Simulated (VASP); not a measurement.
# Be (Im-3m) in VASP: further runs

Runs on Be. Level: PBE. Tasks: single point.

Program: VASP 6.6.1. These are calculated values, not measurements. Logs are shortened: lines on timing, memory, paths and dates and some standing lists are left out, and cuts for length are marked.

**1. The cell of the first run**

The structure is cubic, space group Im-3m (No. 229). The conventional cell has a = 2.535 Å, b = 2.535 Å, c = 2.535 Å, α = 90.00°, β = 90.00°, γ = 90.00°. Be (site symmetry m-3m) has 14 Be at 2.20 to 2.54 Å within 2.9 Å.

This isn't the form of Be at room conditions, which is hcp.

**2. Single point, PBE**

The input, INCAR:

```
ALGO = Normal ; EDIFF = 1E-6
ENCUT = 520 ; GGA = PE
ISIF = 2 ; ISMEAR = 0
LASPH = True ; LCHARG = False
LREAL = False ; LWAVE = False
NBANDS = 7 ; NELM = 100
PREC = Accurate ; SIGMA = 0.05
```

The input, KPOINTS:

```
k-points
0
Gamma
  10 10 10
```

The input, POSCAR:

```
Be
1.0
   -1.2676664736      1.2676664736      1.2676664736
    1.2676664736     -1.2676664736      1.2676664736
    1.2676664736      1.2676664736     -1.2676664736
Be
1
Direct
    0.0000000000      0.0000000000      0.0000000000
```

Potentials or basis: VASP PAW PBE potentials, release 64 (Be).

Started as:

```sh
$ cat potpaw_PBE.64/Be/POTCAR > POTCAR
$ mpirun -np 1 vasp_std > vasp.out
```

OUTCAR:

```text
EDIFF = 1E-6
   ENCUT = 520
   GGA = PE
   ISIF = 2
   ISMEAR = 0
   LASPH = True
   LREAL = False
   NELM = 100
   PREC = Accurate

 ion  position               nearest neighbor table
   1  0.000  0.000  0.000-

  LATTYP: Found a body centered cubic cell.
 ALAT       =     2.5353329472

  Lattice vectors:

 A1 = (  -1.2676664736,   1.2676664736,   1.2676664736)
 A2 = (   1.2676664736,  -1.2676664736,   1.2676664736)
 A3 = (   1.2676664736,   1.2676664736,  -1.2676664736)

Analysis of symmetry for initial positions (statically):
=====================================================================
 Subroutine PRICEL returns:
 Original cell was already a primitive cell.

 Routine SETGRP: Setting up the symmetry group for a
 body centered cubic supercell.

 Subroutine GETGRP returns: Found 48 space group operations
 (whereof 48 operations were pure point group operations)
 out of a pool of 48 trial point group operations.

The static configuration has the point symmetry O_h .

Analysis of symmetry for dynamics (positions and initial velocities):
=====================================================================
 Subroutine PRICEL returns:
 Original cell was already a primitive cell.

 Routine SETGRP: Setting up the symmetry group for a
 body centered cubic supercell.

 Subroutine GETGRP returns: Found 48 space group operations
 (whereof 48 operations were pure point group operations)
 out of a pool of 48 trial point group operations.

The dynamic configuration has the point symmetry O_h .

 Subroutine INISYM returns: Found 48 space group operations
 (whereof 48 operations are pure point group operations),
 and found     1 'primitive' translations

----------------------------------------------------------------------------------------

                                     Primitive cell

  volume of cell :       8.1484

  direct lattice vectors                    reciprocal lattice vectors
    -1.267666474  1.267666474  1.267666474     0.000000000  0.394425514  0.394425514
     1.267666474 -1.267666474  1.267666474     0.394425514  0.000000000  0.394425514
     1.267666474  1.267666474 -1.267666474     0.394425514  0.394425514  0.000000000

  length of vectors
     2.195662739  2.195662739  2.195662739     0.557801911  0.557801911  0.557801911

  position of ions in fractional coordinates (direct lattice)
     0.000000000  0.000000000  0.000000000

  ion indices of the primitive-cell ions
   primitive index   ion index
                 1           1

----------------------------------------------------------------------------------------

 KPOINTS: k-points

Automatic generation of k-mesh.
 Grid dimensions read from file:
 generate k-points for:   10   10   10

 Generating k-lattice:

  Cartesian coordinates                     Fractional coordinates (reciprocal lattice)
     0.000000000  0.039442551  0.039442551     0.100000000  0.000000000  0.000000000
     0.039442551  0.000000000  0.039442551     0.000000000  0.100000000  0.000000000
     0.039442551  0.039442551  0.000000000     0.000000000  0.000000000  0.100000000

  Length of vectors
     0.055780191  0.055780191  0.055780191

  Shift w.r.t. Gamma in fractional coordinates (k-lattice)
     0.000000000  0.000000000  0.000000000

 Subroutine IBZKPT returns following result:
 ===========================================

 Found     47 irreducible k-points:

 Following reciprocal coordinates:
            Coordinates               Weight
  0.000000  0.000000  0.000000      1.000000
  0.100000  0.000000  0.000000     12.000000
  0.200000  0.000000  0.000000     12.000000
  0.300000  0.000000  0.000000     12.000000
  0.400000  0.000000  0.000000     12.000000
  0.500000  0.000000  0.000000      6.000000
[... 16 lines left out ...]
  0.300000  0.300000  0.100000      8.000000
 -0.300000  0.300000  0.100000     24.000000
 [... further k-points ...]
   k-points           NKPTS =     47   k-points in BZ     NKDIM =     47   number of bands    NBANDS=      7
   number of dos      NEDOS =    301   number of ions     NIONS =      1
   total plane-waves  NPLWV =   4096
   dimension x,y,z NGX =    16 NGY =   16 NGZ =   16
   dimension x,y,z NGXF=    32 NGYF=   32 NGZF=   32
   ions per type =               1
   NGX,Y,Z   is equivalent  to a cutoff of  12.11, 12.11, 12.11 a.u.
   NGXF,Y,Z  is equivalent  to a cutoff of  24.23, 24.23, 24.23 a.u.
 SYSTEM =  unknown system
   PREC   = accura    normal or accurate (medium, high low for compatibility)
   ISTART =      0    job   : 0-new  1-cont  2-samecut
   ICHARG =      2    charge: 1-file 2-atom 10-const
   ISPIN  =      1    spin polarized calculation?
   LNONCOLLINEAR =      F non collinear calculations
   LSORBIT =      F    spin-orbit coupling
   LASPH  =      T    aspherical Exc in radial PAW
   ENCUT  =  520.0 eV  38.22 Ry    6.18 a.u.   4.08  4.08  4.08*2*pi/ulx,y,z
   NELM   =    100;   NELMIN=  2; NELMDL= -5     # of ELM steps
   EDIFF  = 0.1E-05   stopping-criterion for ELM
   LREAL  =      F    real-space projection
   EDIFFG = 0.1E-04   stopping-criterion for IOM
   NSW    =      0    number of steps for IOM
   IBRION =     -1    ionic relax: 0-MD 1-quasi-New 2-CG
   NFREE  =      0    steps in history (QN), initial steepest desc. (CG)
   ISIF   =      2    stress and relaxation
   ISYM   =      2    0-nonsym 1-usesym 2-fastsym
   POTIM  = 0.5000    time-step for ionic-motion
   TEBEG  =    0.0;   TEEND  =   0.0 temperature during run
   PSTRESS=    0.0 pullay stress
   NELECT =       2.0000    total number of electrons
   NUPDOWN=      -1.0000    fix difference up-down
   EMIN   =  10.00;   EMAX   =-10.00  energy-range for DOS
   EFERMI =   0.00;   METHOD = LEGACY
   ISMEAR =     0;   SIGMA  =   0.05  broadening in eV -4-tet -1-fermi 0-gaus
   EFERMI_NEDOS =   21; number of points for ismear=-14 and -15
   IALGO  =     38    algorithm
   IMIX   =      4    mixing-type and parameters
     AMIX     =   0.40;   BMIX     =  1.00
     AMIX_MAG =   1.60;   BMIX_MAG =  1.00
  volume/ion in A,a.u.               =       8.15        54.99
  Fermi-wavevector in a.u.,A,eV,Ry     =   1.025006  1.936981 14.294794  1.050638
  Thomas-Fermi vector in A             =   2.158824
   LORBIT       =      0    0 simple, 1 ext, 2 COOP (PROOUT), +10 PAW based schemes
   GGA     = PE    functional components
   LHFCALC =     F    Hartree Fock is set to
   AEXX    =    0.0000 exact exchange contribution
   IVDW    =     0    specifies the selected vdW correction
   LEPSILON=     F    determine dielectric tensor
   LRPA    =     F    only Hartree local field effects (RPA)
 non-spin polarized calculation
 Gauss-broadening in eV      SIGMA  =   0.05
  energy-cutoff  :      520.00
  volume of cell :        8.15
 maximum number of plane-waves:       236
   NGX =  9   NGY =  9   NGZ =  9

 number of electron       2.0000000 magnetization

 Free energy of the ion-electron system (eV)
  ---------------------------------------------------
  ext. energy  EPLUGINS =         0.00000000
  ---------------------------------------------------
  free energy    TOTEN  =        -3.65330319 eV

  energy without entropy =       -3.65299867  energy(sigma->0) =       -3.65315093

 E-fermi :   7.4532     XC(G=0): -10.5136

 val. band max:        7.4218500735   @ k =  -0.4000  -0.4000   0.2000
 cond. band min:       7.7326936424   @ k =  -0.4000  -0.4000   0.1000
 fundamental gap:      0.3108435689
 Fermi energy:         7.4532154388

 k-point     1 :       0.0000    0.0000    0.0000
  band No.  band energies     occupation
      1      -4.4057      2.00000
      2      26.4209      0.00000
      3      26.4209      0.00000
      4      26.4209      0.00000
      5      37.6479      0.00000
      6      37.6479      0.00000
      7      37.6479      0.00000

 k-point     2 :       0.1000    0.0000    0.0000
  band No.  band energies     occupation
      1      -4.0590      2.00000
      2      24.7166      0.00000
      3      25.2138      0.00000
      4      26.0336      0.00000
      5      34.4700      0.00000
      6      34.8489      0.00000
      7      38.2793      0.00000

 k-point     3 :       0.2000    0.0000    0.0000
  band No.  band energies     occupation
      1      -3.0192      2.00000
      2      20.1328      0.00000
      3      23.0251      0.00000
      4      25.0209      0.00000
      5      31.7198      0.00000
      6      32.5540      0.00000
      7      37.9060      0.00000

 k-point     4 :       0.3000    0.0000    0.0000
  band No.  band energies     occupation
      1      -1.3036      2.00000
      2      14.8789      0.00000
      3      21.1403      0.00000
      4      23.8474      0.00000
      5      29.4273      0.00000
      6      32.4032      0.00000
      7      39.1385      0.00000

 k-point     5 :       0.4000    0.0000    0.0000
  band No.  band energies     occupation
      1       0.9460      2.00000
      2      10.2994      0.00000
      3      19.9384      0.00000
      4      22.9811      0.00000
      5      28.0427      0.00000
      6      32.8430      0.00000
      7      41.3728      0.00000

 k-point     6 :       0.5000    0.0000    0.0000
  band No.  band energies     occupation
      1       2.5468      2.00000
      2       7.8994      0.00000
      3      19.5293      0.00000
      4      22.6691      0.00000
      5      27.5802      0.00000
      6      33.1188      0.00000
      7      42.9813      0.00000

 k-point     7 :       0.1000    0.1000    0.0000
  band No.  band energies     occupation
      1      -3.3650      2.00000
      2      22.6011      0.00000
      3      22.6123      0.00000
      4      24.7622      0.00000
      5      32.8076      0.00000
      6      33.3691      0.00000
      7      37.8450      0.00000

 k-point     8 :       0.2000    0.1000    0.0000
  band No.  band energies     occupation
      1      -1.9796      2.00000
      2      17.5667      0.00000
      3      20.5677      0.00000
      4      23.1972      0.00000
      5      32.2509      0.00000
      6      32.4132      0.00000
      7      38.5725      0.00000

 k-point     9 :       0.3000    0.1000    0.0000
  band No.  band energies     occupation
      1       0.0522      2.00000
      2      12.5595      0.00000
      3      19.0874      0.00000
      4      21.9109      0.00000
      5      31.1631      0.00000
      6      32.9090      0.00000
      7      40.2688      0.00000

 k-point    10 :       0.4000    0.1000    0.0000
  band No.  band energies     occupation
      1       2.3471      2.00000
      2       8.6924      0.00000
      3      18.3203      0.00000
      4      21.2073      0.00000
      5      30.5106      0.00000
      6      33.5817      0.00000
      7      42.4347      0.00000

 k-point    11 :       0.2000    0.2000    0.0000
  band No.  band energies     occupation
      1      -0.2510      2.00000
      2      14.5373      0.00000
      3      16.9997      0.00000
      4      21.7124      0.00000
      5      32.8412      0.00000
      6      33.7000      0.00000
      7      40.2887      0.00000
[... 51 lines left out ...]
 k-point    17 :       0.3000    0.1000    0.1000
  band No.  band energies     occupation
      1       1.7068      2.00000
      2      10.5506      0.00000
      3      17.2739      0.00000
      4      18.4893      0.00000
      5      34.3169      0.00000
      6      35.8690      0.00000
      7      43.3488      0.00000

 k-point    18 :       0.4000    0.1000    0.1000
  band No.  band energies     occupation
      1       3.4594      2.00000
      2       8.0033      0.00000
      3      16.8612      0.00000
      4      18.1799      0.00000
      5      34.2301      0.00000
      6      36.3082      0.00000
      7      44.7773      0.00000

 k-point    19 :      -0.1000    0.1000    0.1000
  band No.  band energies     occupation
      1      -3.7105      2.00000
      2      23.8497      0.00000
      3      23.8497      0.00000
      4      25.4953      0.00000
      5      32.2075      0.00000
      6      36.0684      0.00000
      7      36.0684      0.00000

 k-point    20 :       0.2000    0.2000    0.1000
  band No.  band energies     occupation
      1       1.4612      2.00000
      2      12.4360      0.00000
      3      14.8364      0.00000
      4      18.2643      0.00000
      5      36.4929      0.00000
      6      37.1258      0.00000
      7      44.2635      0.00000

 k-point    21 :       0.3000    0.2000    0.1000
  band No.  band energies     occupation
      1       3.9847      2.00000
      2       8.8456      0.00000
      3      13.5650      0.00000
      4      17.7404      0.00000
      5      37.5187      0.00000
      6      38.9092      0.00000
      7      45.0611      0.00000

 k-point    22 :      -0.2000    0.2000    0.1000
  band No.  band energies     occupation
      1      -2.6652      2.00000
      2      20.0618      0.00000
      3      21.5023      0.00000
      4      24.7814      0.00000
      5      29.8033      0.00000
      6      34.0448      0.00000
      7      36.8936      0.00000

 k-point    23 :       0.3000    0.3000    0.1000
  band No.  band energies     occupation
      1       6.6338      2.00000
      2       6.6338      2.00000
      3      11.9996      0.00000
      4      17.5267      0.00000
      5      38.9367      0.00000
      6      41.8991      0.00000
      7      41.8991      0.00000

 k-point    24 :      -0.3000    0.3000    0.1000
  band No.  band energies     occupation
      1      -0.9383      2.00000
      2      15.0259      0.00000
      3      19.5369      0.00000
      4      23.8389      0.00000
      5      29.8417      0.00000
      6      31.9117      0.00000
      7      38.4870      0.00000

 [... further k-points ...]

------------------------ aborting loop because EDIFF is reached ----------------------------------------

  FORCE on cell =-STRESS in cart. coord.  units (eV):
  Direction    XX          YY          ZZ          XY          YZ          ZX
  --------------------------------------------------------------------------------------
  -------------------------------------------------------------------------------------
  Total       -0.2342655     -0.2342655     -0.2342655      0.0000000     -0.0000000      0.0000000
  in kB      -46.0621120    -46.0621120    -46.0621120      0.0000000     -0.0000000      0.0000000
  external PRESSURE =     -46.0621120 kB  Pullay stress =       0.0000000 kB

 VOLUME and BASIS-vectors are now :
 -----------------------------------------------------------------------------
  energy-cutoff  :      520.00
  volume of cell :        8.15
      direct lattice vectors                 reciprocal lattice vectors
    -1.267666474  1.267666474  1.267666474     0.000000000  0.394425514  0.394425514
     1.267666474 -1.267666474  1.267666474     0.394425514  0.000000000  0.394425514
     1.267666474  1.267666474 -1.267666474     0.394425514  0.394425514  0.000000000

 POSITION                                       TOTAL-FORCE (eV/Angst)
 -----------------------------------------------------------------------------------
      0.00000      0.00000      0.00000        -0.000000     -0.000000      0.000000
 -----------------------------------------------------------------------------------
    total drift:                                0.000000      0.000000      0.000000

  FREE ENERGIE OF THE ION-ELECTRON SYSTEM (eV)
  ---------------------------------------------------
  free  energy   TOTEN  =        -3.6533031878 eV

  energy  without entropy=       -3.6529986692  energy(sigma->0) =       -3.65315093
```

Run time: 1.6 s. Hardware: 1 thread of Intel Xeon 6975P-C (Granite Rapids), shared host; peak memory 0.1 GiB.

Results:

```yaml
Free_energy: -3.6533 eV
Pressure: -4.6 GPa
Band_gap_on_the_k_mesh: zero (bands 1 and 2 overlap by 4.85 eV)
```

Caveat: the cell stands under tension.

**3. Single point, PBE, non-collinear spin, zero start, spin-orbit coupling**

This run uses another cell than the first one, of 7.82 Å³/atom.

The input, INCAR:

```
SYSTEM = Be
ALGO = Normal
EDIFF = 1E-6
ENCUT = 520
GGA = PE
GGA_COMPAT = .False.
ISIF = 2
ISMEAR = 0
LASPH = .True.
LCHARG = .False.
LORBIT = 11
LORBMOM = .True.
LREAL = .False.
LSORBIT = .True.
LWAVE = .False.
MAGMOM = 0 0 0
NBANDS = 13
NELM = 150
PREC = Accurate
SIGMA = 0.05
```

The input, KPOINTS:

```
k-points
0
Gamma
  24 24 24
  0 0 0
```

The input, POSCAR:

```
Be
1.0
   -1.2506194076      1.2506194076      1.2506194076
    1.2506194076     -1.2506194076      1.2506194076
    1.2506194076      1.2506194076     -1.2506194076
Be
1
Direct
    0.0000000000      0.0000000000      0.0000000000
```

Potentials or basis: VASP PAW PBE potentials, release 64 (Be).

Started as:

```sh
$ cat potpaw_PBE.64/Be/POTCAR > POTCAR
$ mpirun -np 1 vasp_ncl > vasp.out
```

OUTCAR:

```text
SYSTEM = Be
   EDIFF = 1E-6
   ENCUT = 520
   GGA = PE
   ISIF = 2
   ISMEAR = 0
   LASPH = .True.
   LORBIT = 11
   LREAL = .False.
   LSORBIT = .True.
   NELM = 150
   PREC = Accurate

 ion  position               nearest neighbor table
   1  0.000  0.000  0.000-

  LATTYP: Found a body centered cubic cell.
 ALAT       =     2.5012388152

  Lattice vectors:

 A1 = (  -1.2506194076,   1.2506194076,   1.2506194076)
 A2 = (   1.2506194076,  -1.2506194076,   1.2506194076)
 A3 = (   1.2506194076,   1.2506194076,  -1.2506194076)

Analysis of symmetry for initial positions (statically):
=====================================================================
 Subroutine PRICEL returns:
 Original cell was already a primitive cell.

[... 628 lines left out ...]
  1         0.000   0.000
 --------------------------------
            0.000   0.000

 Spin-Orbit-Coupling matrix elements

 Ion:    1  E_soc:     -0.0000004
 l=   1
     0.0000000    -0.0000001    -0.0000001
    -0.0000001     0.0000000    -0.0000001
    -0.0000001    -0.0000001     0.0000000
 l=   2
     0.0000000     0.0000000     0.0000000     0.0000000     0.0000000
     0.0000000     0.0000000     0.0000000     0.0000000     0.0000000
     0.0000000     0.0000000     0.0000000     0.0000000     0.0000000
     0.0000000     0.0000000     0.0000000     0.0000000     0.0000000
     0.0000000     0.0000000     0.0000000     0.0000000     0.0000000
 l=   3
     0.0000000     0.0000000     0.0000000     0.0000000     0.0000000     0.0000000     0.0000000
     0.0000000     0.0000000     0.0000000     0.0000000     0.0000000     0.0000000     0.0000000
     0.0000000     0.0000000     0.0000000     0.0000000     0.0000000     0.0000000     0.0000000
     0.0000000     0.0000000     0.0000000     0.0000000     0.0000000     0.0000000     0.0000000
     0.0000000     0.0000000     0.0000000     0.0000000     0.0000000     0.0000000     0.0000000
     0.0000000     0.0000000     0.0000000     0.0000000     0.0000000     0.0000000     0.0000000
     0.0000000     0.0000000     0.0000000     0.0000000     0.0000000     0.0000000     0.0000000

 total charge

# of ion       s       p       d       tot
------------------------------------------
    1        0.392   0.781   0.000   1.172

 magnetization (x)

# of ion       s       p       d       tot
------------------------------------------
    1       -0.000  -0.000   0.000  -0.000

 magnetization (y)

# of ion       s       p       d       tot
------------------------------------------
    1       -0.000   0.000   0.000   0.000

 magnetization (z)

# of ion       s       p       d       tot
------------------------------------------
    1       -0.000   0.000   0.000  -0.000
```

OSZICAR:

```text
N       E                     dE             d eps       ncg     rms          rms(c)
DAV:   1     0.277656678028E+00    0.27766E+00   -0.98563E+02 10794   0.259E+02
DAV:   2    -0.363789134661E+01   -0.39155E+01   -0.37671E+01 14107   0.572E+01
DAV:   3    -0.369630556808E+01   -0.58414E-01   -0.58235E-01 12998   0.442E+00
DAV:   4    -0.369636042635E+01   -0.54858E-04   -0.54857E-04 12508   0.161E-01
DAV:   5    -0.369636047752E+01   -0.51169E-07   -0.51367E-07 13128   0.513E-03    0.786E-01
DAV:   6    -0.367461090643E+01    0.21750E-01   -0.21974E-03 11968   0.518E-01    0.484E-01
DAV:   7    -0.366608480480E+01    0.85261E-02   -0.21855E-03 11513   0.540E-01    0.182E-02
DAV:   8    -0.366606129297E+01    0.23512E-04   -0.80333E-06 12678   0.286E-02    0.686E-03
DAV:   9    -0.366606146048E+01   -0.16750E-06   -0.80064E-07 12944   0.722E-03
   1 F= -.36660615E+01 E0= -.36659170E+01  d E =-.288905E-03  mag=     0.0000    -0.0000     0.0000
```

Wall time 23 s (1 thread of Intel Xeon 6975P-C (Granite Rapids), shared host); peak memory 0.17 GiB.

What came out:

```yaml
Free_energy: -3.6661 eV
Pressure: 0.0 GPa
Net_moment: 0.00 μB per cell
Valence_electrons_inside_the_program's_atomic_spheres: Be 1.17
```

Moments on the atoms (μB; x, y, z):
```
Be  0.00 0.00 0.00
```
